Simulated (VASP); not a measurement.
Runs of VASP 6.6.1 on Nb. The structure is that of space group Im-3m (No. 229), or close to it. The cells are those of the table. 

```tsv
cell	gap on the mesh (eV)	pressure (GPa)
a = 2.925 Å, angles 109.5°, 1 atom	none	-9.5
a = 2.839 Å, angles 110.7, 110.7, 107.0°, 1 atom	none	5.2
a = 2.796 Å, angles 109.5°, 1 atom	none	14.3
a = 2.853 Å, angles 109.9, 109.9, 108.7°, 1 atom	none	(a)
a = 2.868 Å, angles 110.3, 110.3, 107.8°, 1 atom	none	(c)
a = 2.854 Å, angles 111.1, 111.1, 106.2°, 1 atom	none	2.6
a = 2.854 Å, angles 108.7, 108.7, 111.1°, 1 atom	none	2.0
a = 2.969 Å, angles 109.5°, 1 atom	none	(b)
a = 2.825 Å, angles 110.3, 110.3, 107.8°, 1 atom	none	(d)
a = 2.839 Å, angles 109.5°, 1 atom	none	4.9
a = 2.868 Å, angles 109.1, 109.1, 110.3°, 1 atom	none	-0.5
a = 2.824 Å, angles 109.1, 109.1, 110.3°, 1 atom	none	7.8
```

Alike in all rows: task single point; level PBE; potentials or basis VASP PAW PBE potentials, release 64 (Nb_sv); no spin polarisation; k mesh 20 × 20 × 20; cutoff (eV) 520; smearing gaussian 0.15 eV.

Q: Fill in the values left out.

A: (a) 2.1; (b) -14.8; (c) -0.4; (d) 7.9.

A k mesh can miss the band edges, and the runs leave out spin-orbit coupling on Nb.

A gap of «none» marks levels without a gap at the run's occupations.
